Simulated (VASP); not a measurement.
# CsAg3 (Pm-3m) in VASP: a series of runs

Runs on CsAg3. Level: PBE. Tasks: relaxation of cell and atoms.

Program: VASP 6.6.1. These are calculated values, not measurements. Logs are shortened: lines on timing, memory, paths and dates and some standing lists are left out, and cuts for length are marked.

### Step 1. The cell of the first run

The structure is cubic, space group Pm-3m (No. 221). Conventional cell: a = 4.668 Å, b = 4.668 Å, c = 4.668 Å, α = 90.00°, β = 90.00°, γ = 90.00°. Within 4.3 Å of Cs (site symmetry m-3m) lie 12 Ag at 3.30 Å. Ag (site symmetry 4/mmm) has 4 Cs at 3.30 Å and 8 Ag at 3.30 Å within 4.3 Å.

### Step 2. Relaxation of cell and atoms, PBE

The input, INCAR:

```
SYSTEM = CsAg3
PREC = Accurate
ENCUT = 600
EDIFF = 1E-7
ISMEAR = 0
SIGMA = 0.1
LREAL = .FALSE.
LASPH = .TRUE.
NELM = 100
ALGO = Fast
ISIF = 3
LWAVE = .FALSE.
LCHARG = .FALSE.
GGA = PE
IBRION = 2
NSW = 100
EDIFFG = -0.01
```

The input, KPOINTS:

```
Automatic mesh
0
G
  10 10 10
  0 0 0
```

The input, POSCAR:

```
CsAg3
1.0
    4.6684426454      0.0000000000      0.0000000000
    0.0000000000      4.6684426454      0.0000000000
    0.0000000000      0.0000000000      4.6684426454
Cs Ag
1 3
Direct
    0.0000000000      0.0000000000      0.0000000000
    0.0000000000      0.5000000000      0.5000000000
    0.5000000000      0.0000000000      0.5000000000
    0.5000000000      0.5000000000      0.0000000000
```

Potentials or basis: VASP PAW PBE potentials, release 64 (Cs_sv, Ag).

Launch:

```console
$ cat potpaw_PBE.64/Cs_sv/POTCAR potpaw_PBE.64/Ag/POTCAR > POTCAR
$ mpirun -np 1 vasp_std > vasp.out
```

OUTCAR:

```text
SYSTEM = CsAg3
   PREC = Accurate
   ENCUT = 600
   EDIFF = 1E-7
   ISMEAR = 0
   LREAL = .FALSE.
   LASPH = .TRUE.
   NELM = 100
   ISIF = 3
   GGA = PE
   IBRION = 2
   NSW = 100
   EDIFFG = -0.01

 ion  position               nearest neighbor table
   1  0.000  0.000  0.000-   2 3.30   3 3.30   4 3.30   2 3.30   3 3.30   2 3.30   4 3.30   2 3.30
                             3 3.30   4 3.30   3 3.30   4 3.30
   2  0.000  0.500  0.500-   1 3.30   3 3.30   4 3.30   1 3.30   4 3.30   1 3.30   3 3.30   1 3.30
                             3 3.30   4 3.30   4 3.30   3 3.30
   3  0.500  0.000  0.500-   1 3.30   2 3.30   4 3.30   1 3.30   4 3.30   2 3.30   4 3.30   4 3.30
                             1 3.30   2 3.30   1 3.30   2 3.30
   4  0.500  0.500  0.000-   1 3.30   2 3.30   3 3.30   2 3.30   3 3.30   1 3.30   3 3.30   3 3.30
                             1 3.30   2 3.30   2 3.30   1 3.30

  LATTYP: Found a simple cubic cell.
 ALAT       =     4.6684426454

  Lattice vectors:

 A1 = (   4.6684426454,   0.0000000000,   0.0000000000)
 A2 = (   0.0000000000,   4.6684426454,   0.0000000000)
 A3 = (   0.0000000000,   0.0000000000,   4.6684426454)

Analysis of symmetry for initial positions (statically):
=====================================================================
 Subroutine PRICEL returns:
 Original cell was already a primitive cell.

 Routine SETGRP: Setting up the symmetry group for a
 simple cubic supercell.

 Subroutine GETGRP returns: Found 48 space group operations
 (whereof 48 operations were pure point group operations)
 out of a pool of 48 trial point group operations.

The static configuration has the point symmetry O_h .

Analysis of symmetry for dynamics (positions and initial velocities):
=====================================================================
 Subroutine PRICEL returns:
 Original cell was already a primitive cell.

 Routine SETGRP: Setting up the symmetry group for a
 simple cubic supercell.

 Subroutine GETGRP returns: Found 48 space group operations
 (whereof 48 operations were pure point group operations)
 out of a pool of 48 trial point group operations.

The dynamic configuration has the point symmetry O_h .

 Subroutine INISYM returns: Found 48 space group operations
 (whereof 48 operations are pure point group operations),
 and found     1 'primitive' translations

----------------------------------------------------------------------------------------

                                     Primitive cell

  volume of cell :     101.7457

  direct lattice vectors                    reciprocal lattice vectors
     4.668442645  0.000000000  0.000000000     0.214204195  0.000000000  0.000000000
     0.000000000  4.668442645  0.000000000     0.000000000  0.214204195  0.000000000
     0.000000000  0.000000000  4.668442645     0.000000000  0.000000000  0.214204195

  length of vectors
     4.668442645  4.668442645  4.668442645     0.214204195  0.214204195  0.214204195

  position of ions in fractional coordinates (direct lattice)
     0.000000000  0.000000000  0.000000000
     0.000000000  0.500000000  0.500000000
     0.500000000  0.000000000  0.500000000
     0.500000000  0.500000000  0.000000000

  ion indices of the primitive-cell ions
   primitive index   ion index
                 1           1
                 2           2
                 3           3
                 4           4

----------------------------------------------------------------------------------------

 KPOINTS: Automatic mesh

Automatic generation of k-mesh.
 Grid dimensions read from file:
 generate k-points for:   10   10   10

 Generating k-lattice:

  Cartesian coordinates                     Fractional coordinates (reciprocal lattice)
     0.021420420  0.000000000  0.000000000     0.100000000  0.000000000  0.000000000
     0.000000000  0.021420420  0.000000000     0.000000000  0.100000000  0.000000000
     0.000000000  0.000000000  0.021420420     0.000000000  0.000000000  0.100000000

  Length of vectors
     0.021420420  0.021420420  0.021420420

  Shift w.r.t. Gamma in fractional coordinates (k-lattice)
     0.000000000  0.000000000  0.000000000

 Subroutine IBZKPT returns following result:
 ===========================================

 Found     56 irreducible k-points:

 Following reciprocal coordinates:
            Coordinates               Weight
  0.000000  0.000000  0.000000      1.000000
  0.100000  0.000000  0.000000      6.000000
  0.200000  0.000000  0.000000      6.000000
  0.300000  0.000000  0.000000      6.000000
  0.400000  0.000000  0.000000      6.000000
  0.500000  0.000000  0.000000      3.000000
[... 16 lines left out ...]
  0.200000  0.100000  0.100000     24.000000
  0.300000  0.100000  0.100000     24.000000
 [... further k-points ...]
   k-points           NKPTS =     56   k-points in BZ     NKDIM =     56   number of bands    NBANDS=     25
   number of dos      NEDOS =    301   number of ions     NIONS =      4
   total plane-waves  NPLWV =  64000
   dimension x,y,z NGX =    40 NGY =   40 NGZ =   40
   dimension x,y,z NGXF=    80 NGYF=   80 NGZF=   80
   ions per type =               1   3
   NGX,Y,Z   is equivalent  to a cutoff of  14.24, 14.24, 14.24 a.u.
   NGXF,Y,Z  is equivalent  to a cutoff of  28.49, 28.49, 28.49 a.u.
 SYSTEM =  CsAg3
   PREC   = accura    normal or accurate (medium, high low for compatibility)
   ISTART =      0    job   : 0-new  1-cont  2-samecut
   ICHARG =      2    charge: 1-file 2-atom 10-const
   ISPIN  =      1    spin polarized calculation?
   LNONCOLLINEAR =      F non collinear calculations
   LSORBIT =      F    spin-orbit coupling
   LASPH  =      T    aspherical Exc in radial PAW
   ENCUT  =  600.0 eV  44.10 Ry    6.64 a.u.   9.32  9.32  9.32*2*pi/ulx,y,z
   NELM   =    100;   NELMIN=  2; NELMDL= -5     # of ELM steps
   EDIFF  = 0.1E-06   stopping-criterion for ELM
   LREAL  =      F    real-space projection
   EDIFFG = -.1E-01   stopping-criterion for IOM
   NSW    =    100    number of steps for IOM
   IBRION =      2    ionic relax: 0-MD 1-quasi-New 2-CG
   NFREE  =      1    steps in history (QN), initial steepest desc. (CG)
   ISIF   =      3    stress and relaxation
   ISYM   =      2    0-nonsym 1-usesym 2-fastsym
   POTIM  = 0.5000    time-step for ionic-motion
   TEBEG  =    0.0;   TEEND  =   0.0 temperature during run
   PSTRESS=    0.0 pullay stress
   NELECT =      42.0000    total number of electrons
   NUPDOWN=      -1.0000    fix difference up-down
   EMIN   =  10.00;   EMAX   =-10.00  energy-range for DOS
   EFERMI =   0.00;   METHOD = LEGACY
   ISMEAR =     0;   SIGMA  =   0.10  broadening in eV -4-tet -1-fermi 0-gaus
   EFERMI_NEDOS =   21; number of points for ismear=-14 and -15
   IALGO  =     68    algorithm
   IMIX   =      4    mixing-type and parameters
     AMIX     =   0.40;   BMIX     =  1.00
     AMIX_MAG =   1.60;   BMIX_MAG =  1.00
  volume/ion in A,a.u.               =      25.44       171.65
  Fermi-wavevector in a.u.,A,eV,Ry     =   1.218950  2.303482 20.216069  1.485839
  Thomas-Fermi vector in A             =   2.354219
   LORBIT       =      0    0 simple, 1 ext, 2 COOP (PROOUT), +10 PAW based schemes
   GGA     = PE    functional components
   LHFCALC =     F    Hartree Fock is set to
   AEXX    =    0.0000 exact exchange contribution
   IVDW    =     0    specifies the selected vdW correction
   LEPSILON=     F    determine dielectric tensor
   LRPA    =     F    only Hartree local field effects (RPA)
 conjugate gradient relaxation of ions
 non-spin polarized calculation
 RMM-DIIS sequential band-by-band and
 Gauss-broadening in eV      SIGMA  =   0.10
  energy-cutoff  :      600.00
  volume of cell :      101.75
 maximum number of plane-waves:      3448
 NGX is ok and might be reduce to    40
   NGX = 19   NGY = 19   NGZ = 19

--------------------------------------- Ionic step        1  -------------------------------------------

 number of electron      42.0000020 magnetization

 Free energy of the ion-electron system (eV)
  ---------------------------------------------------
  ext. energy  EPLUGINS =         0.00000000
  ---------------------------------------------------
  free energy    TOTEN  =        -6.71518382 eV

  energy without entropy =       -6.70559366  energy(sigma->0) =       -6.71038874

 E-fermi :   5.2938     XC(G=0): -10.2794

 val. band max:        5.2906071722   @ k =   0.5000   0.4000   0.2000
 cond. band min:       5.3035149400   @ k =   0.5000   0.3000   0.3000
 fundamental gap:      0.0129077678
 Fermi energy:         5.2937586011

 k-point     1 :       0.0000    0.0000    0.0000
  band No.  band energies     occupation
      1     -16.8477      2.00000
      2      -3.7938      2.00000
      3      -3.7938      2.00000
      4      -3.7938      2.00000
      5      -0.1303      2.00000
      6       0.0286      2.00000
[... 1442 lines left out ...]
 POSITION                                       TOTAL-FORCE (eV/Angst)
 -----------------------------------------------------------------------------------
      0.00000      0.00000      0.00000         0.000000      0.000000      0.000000
      0.00000      2.43435      2.43435         0.000000      0.000000      0.000000
      2.43435      0.00000      2.43435         0.000000      0.000000      0.000000
      2.43435      2.43435     -0.00000        -0.000000     -0.000000      0.000000
 -----------------------------------------------------------------------------------
    total drift:                               -0.000000     -0.000000     -0.000000

  FREE ENERGIE OF THE ION-ELECTRON SYSTEM (eV)
  ---------------------------------------------------
  free  energy   TOTEN  =        -6.8157194300 eV

  energy  without entropy=       -6.8037708699  energy(sigma->0) =       -6.80974515

--------------------------------------- Ionic step        4  -------------------------------------------

 number of electron      42.0000005 magnetization

 Free energy of the ion-electron system (eV)
  ---------------------------------------------------
  ext. energy  EPLUGINS =         0.00000000
  ---------------------------------------------------
  free energy    TOTEN  =        -6.81641940 eV

  energy without entropy =       -6.80471472  energy(sigma->0) =       -6.81056706

 E-fermi :   4.1217     XC(G=0):  -9.6801

 val. band max:        4.1182295834   @ k =   0.4000   0.4000   0.1000
 cond. band min:       4.1253999858   @ k =   0.5000   0.4000   0.2000
 fundamental gap:      0.0071704024
 Fermi energy:         4.1217428019

 k-point     1 :       0.0000    0.0000    0.0000
  band No.  band energies     occupation
      1     -17.7755      2.00000
      2      -4.7019      2.00000
      3      -4.7019      2.00000
      4      -4.7019      2.00000
      5      -0.6567      2.00000
      6      -0.5645      2.00000
[... 685 lines left out ...]
 POSITION                                       TOTAL-FORCE (eV/Angst)
 -----------------------------------------------------------------------------------
      0.00000      0.00000      0.00000         0.000000      0.000000      0.000000
      0.00000      2.42683      2.42683         0.000000      0.000000      0.000000
      2.42683      0.00000      2.42683         0.000000      0.000000      0.000000
      2.42683      2.42683     -0.00000        -0.000000     -0.000000      0.000000
 -----------------------------------------------------------------------------------
    total drift:                               -0.000000     -0.000000     -0.000000

  FREE ENERGIE OF THE ION-ELECTRON SYSTEM (eV)
  ---------------------------------------------------
  free  energy   TOTEN  =        -6.8164193975 eV

  energy  without entropy=       -6.8047147166  energy(sigma->0) =       -6.81056706

 reached required accuracy - stopping structural energy minimisation
```

Run time: 7.1 min. Hardware: 1 thread of Intel Xeon Platinum 8488C (Sapphire Rapids), shared host; peak memory 0.37 GiB.

Results:

| Item | Value |
| --- | --- |
| Free energy | -6.8164 eV |
| Relaxed volume | 28.59 Å³/atom |
| Relaxed cell | a = 4.854 Å, b = 4.854 Å, c = 4.854 Å, α = 90.00°, β = 90.00°, γ = 90.00° |
| Space group after relaxing (to 0.1 Å) | Pm-3m (No. 221) |
| Energy gained by relaxing | 25.3 meV/atom |
| Ionic steps | 4 |
| Pressure after relaxing | 0.0 GPa |
| Band gap on the k mesh | zero (bands 21 and 22 overlap by 1.64 eV) |

The path:
| step | energy change (eV) | largest force (eV/Å) | pressure (GPa) | volume (Å³) |
| --- | --- | --- | --- | --- |
| 1 | 0.0000 | 0.0000 | 2.96 | 101.75 |
| 2 | -0.0850 | 0.0000 | 1.02 | 108.82 |
| 3 | -0.1005 | 0.0000 | -0.18 | 115.41 |
| 4 | -0.1012 | 0.0000 | -0.02 | 114.34 |

Final structure:
```
Cs Ag
1.0
     4.85367    0.00000    0.00000
     0.00000    4.85367    0.00000
     0.00000    0.00000    4.85367
Cs Ag
1 3
Direct
  0.00000 0.00000 0.00000
  0.00000 0.50000 0.50000
  0.50000 0.00000 0.50000
  0.50000 0.50000 0.00000
```

Caveat: spin-orbit coupling is left out, which moves the levels of the heavy elements.

### Step 3. Relaxation of cell and atoms, PBE

This run uses another cell than the first one, of 28.47 Å³/atom.

The input, INCAR:

```
SYSTEM = CsAg3
  PREC = Accurate
  ENCUT = 600
  EDIFF = 1E-6
  ISMEAR = 0
  SIGMA = 0.1
  LREAL = .False.
  LASPH = .True.
  NELM = 100
  ALGO = Fast
  ISIF = 3
  LWAVE = .False.
  LCHARG = .False.
  GGA = PE
  IBRION = 2
  NSW = 100
  EDIFFG = -0.01
```

The input, KPOINTS:

```
regular mesh
0
Gamma
  10 10 10
  0 0 0
```

The input, POSCAR:

```
CsAg3
1.0
    4.8470220931      0.0000000000      0.0000000000
    0.0000000000      4.8470220931      0.0000000000
    0.0000000000      0.0000000000      4.8470220931
Cs Ag
1 3
Direct
    0.0000000000      0.0000000000      0.0000000000
    0.0000000000      0.5000000000      0.5000000000
    0.5000000000      0.0000000000      0.5000000000
    0.5000000000      0.5000000000      0.0000000000
```

Potentials or basis: VASP PAW PBE potentials, release 64 (Cs_sv, Ag).

Launch:

```console
$ cat potpaw_PBE.64/Cs_sv/POTCAR potpaw_PBE.64/Ag/POTCAR > POTCAR
$ mpirun -np 1 vasp_std > vasp.out
```

It took 2.8 min on 1 thread of Intel Xeon Platinum 8488C (Sapphire Rapids), shared host; peak memory 0.36 GiB.

Results (log left out):

* Free energy: -6.8209 eV
* Relaxed volume: 28.52 Å³/atom
* Relaxed cell: a = 4.850 Å, b = 4.850 Å, c = 4.850 Å, α = 90.00°, β = 90.00°, γ = 90.00°
* Space group after relaxing (to 0.1 Å): Pm-3m (No. 221)
* Energy gained by relaxing: 0.0 meV/atom
* Ionic steps: 2
* Pressure after relaxing: 0.1 GPa
* Band gap on the k mesh: zero (bands 21 and 22 overlap by 1.64 eV)

Final structure:
```
Cs Ag
1.0
     4.84993    0.00000    0.00000
     0.00000    4.84993    0.00000
     0.00000    0.00000    4.84993
Cs Ag
1 3
Direct
  0.00000 0.00000 0.00000
  0.00000 0.50000 0.50000
  0.50000 0.00000 0.50000
  0.50000 0.50000 0.00000
```

Levels at points of the mesh, in eV from the Fermi level:
| k point | band 19 | band 20 | band 21 | band 22 | band 23 | band 24 |
| --- | --- | --- | --- | --- | --- | --- |
| (0.00, 0.00, 0.00) | -3.39 | -3.39 | 1.45 | 1.45 | 2.68 | 2.68 |
| (0.50, 0.00, 0.00) | -3.39 | -2.31 | -2.07 | 2.10 | 2.10 | 2.33 |
| (0.50, 0.50, 0.00) | -3.70 | -2.38 | -0.01 | -0.01 | 0.24 | 3.16 |
| (0.50, 0.50, 0.50) | -3.52 | -0.20 | -0.20 | -0.20 | 0.09 | 2.57 |

Caveat: spin-orbit coupling is left out, which moves the levels of the heavy elements.
